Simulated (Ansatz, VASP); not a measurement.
## F: VASP beside Ansatz

The input INCAR:

```
PREC = Accurate ; ENCUT = 520
EDIFF = 1E-7 ; ISMEAR = 0
SIGMA = 0.05 ; LREAL = False
LASPH = True ; NELM = 80
ALGO = Normal ; ISIF = 2
LWAVE = False ; LCHARG = False
GGA = PS ; NBANDS = 22
```

Contents of KPOINTS:

```
Automatic mesh
0
Gamma
  4 4 2
```

The input POSCAR:

```
F
1.0
    3.2519794879     -1.7812103934     -0.2508207124
    3.2519794879      1.7812103934     -0.2508207124
   -2.4715241578      0.0000000000      7.1441480068
F
4
Direct
    0.0848459664      0.0848459664      0.0940038325
    0.9151540336      0.9151540336      0.9059961675
    0.5015719855      0.5015719855      0.5937195244
    0.4984280145      0.4984280145      0.4062804756
```

Input for Ansatz:

```yaml
crystal:
  lattice:
    - [3.2519794879, -1.7812103934, -0.2508207124]
    - [3.2519794879, 1.7812103934, -0.2508207124]
    - [-2.4715241578, 0.0, 7.1441480068]
  atoms:
    - { symbol: F, position: [0.0848459664, 0.0848459664, 0.0940038325] }
    - { symbol: F, position: [0.9151540336, 0.9151540336, 0.9059961675] }
    - { symbol: F, position: [0.5015719855, 0.5015719855, 0.5937195244] }
    - { symbol: F, position: [0.4984280145, 0.4984280145, 0.4062804756] }
basis:
  ecutwfc: 520.0
kpoints:
  mp_grid: { grid: [4, 4, 2] }
hamiltonian:
  xc: pbesol
scf:
  occupations: { method: gaussian, width: 0.05 }
output:
  forces: true
  stress: true
  eigenvalues: true
```

Change from the starting cell: volume 20.139 Å^3 an atom, stretch along a over the lengths across it, relative to the relaxed cell 1.0493.

Alike in both runs: task single point; functional PBEsol; k mesh 4 × 4 × 2; occupations gaussian, width 0.05 eV; no spin polarisation.

|  | VASP | Ansatz |
| --- | --- | --- |
| version | VASP 6.6.1 | Ansatz 0.2.0 |
| potentials or method | VASP PAW PBE potentials, release 64 (F), cutoff 520 eV | scalar-relativistic, plane waves, PAW |
| valence electrons in the cell | 28 | 28 |

VASP gave:

| Quantity | Value |
| --- | --- |
| gap on the k mesh at the Fermi level (eV) | 2.95 |
| least direct gap on the mesh (eV) | 3.04 |
| pressure (GPa) | -0.4 |
| traceless stress, the component that is largest in VASP (GPa) | 0.25 |
| rms of the force components (eV/Å) | 0.047 |

Task: Which values does Ansatz return?

Result: gap on the k mesh at the Fermi level (eV): 3.03; least direct gap on the mesh (eV): 3.11; pressure (GPa): -0.7; traceless stress, the component that is largest in VASP (GPa): -0.98; rms of the force components (eV/Å): 0.192.

VASP's potentials were made for PBE, not for PBEsol. Atom by atom the forces differ by 0.239 eV/Å (rms over components). One of these differences is far larger than is usual between the two programs; its cause wasn't traced.

The k mesh is coarse, so the values compare programs but aren't converged.
